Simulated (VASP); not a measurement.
Write the native input for VASP 6.6.1 that does the following.

```
Task                   : single point
Functional             : LDA
Potentials or basis    : VASP PAW LDA potentials, release 64 (Ti_sv, Co)
Cutoff                 : 520 eV
k mesh                 : 12 × 12 × 12
Occupations            : gaussian, width 0.1 eV
Spin                   : collinear spin, ferrimagnetic start
Starting moments       : [-0.43, 1.22, 1.22, 1.22] μB
Dipole correction      : no
Further INCAR settings : ALGO = Normal; EDIFF = 1e-06; NBANDS = 32
```

The structure of TiCo3 lies in POSCAR:

```
TiCo3
1.0
    3.4897798658      0.0000000000      0.0000000000
    0.0000000000      3.4897798658      0.0000000000
    0.0000000000      0.0000000000      3.4897798658
Ti Co
1 3
Direct
    0.0000000000      0.0000000000      0.0000000000
    0.0000000000      0.5000000000      0.5000000000
    0.5000000000      0.0000000000      0.5000000000
    0.5000000000      0.5000000000      0.0000000000
```

The input as run:

INCAR

```
PREC     = Accurate       # precision mode
ENCUT    = 520            # plane-wave cutoff, eV
EDIFF    = 1E-6           # SCF threshold, eV
ISMEAR   = 0              # smearing method
SIGMA    = 0.1            # smearing width, eV
LREAL    = F              # projectors in reciprocal space
LASPH    = T              # aspherical terms in the spheres
NELM     = 150            # most SCF steps
ALGO     = Normal         # electronic algorithm
ISIF     = 2              # what is computed and relaxed
LWAVE    = F              # write WAVECAR
LCHARG   = T              # write CHGCAR
ISPIN    = 2              # spin polarisation
MAGMOM   = -0.43 1.22 1.22 1.22 # initial moments
LORBIT   = 11             # projections on sites
LMAXMIX  = 4              # l up to which the mixer works
LELF     = T              # ELF
LVHAR    = T            
NBANDS   = 32             # bands
```

KPOINTS

```
Automatic mesh
0
Gamma
  12 12 12
```

Potentials or basis: VASP PAW LDA potentials, release 64 (Ti_sv, Co).

Command:

```console
$ cat potpaw_LDA.64/Ti_sv/POTCAR potpaw_LDA.64/Co/POTCAR > POTCAR
$ mpirun -np 1 vasp_std > vasp.out
```

Results of the run:

```json
{
 "Pressure": "-0.4 GPa",
 "Net moment": "0.00 μB per cell",
 "Valence electrons inside the program's atomic spheres": "Ti 10.57; Co 8.51"
}
```

Caveat: the moments typed at the start vanished in this run.

It took 8 min on 1 thread of Intel Xeon 8259CL, on a shared host, peak memory 0.28 GiB.
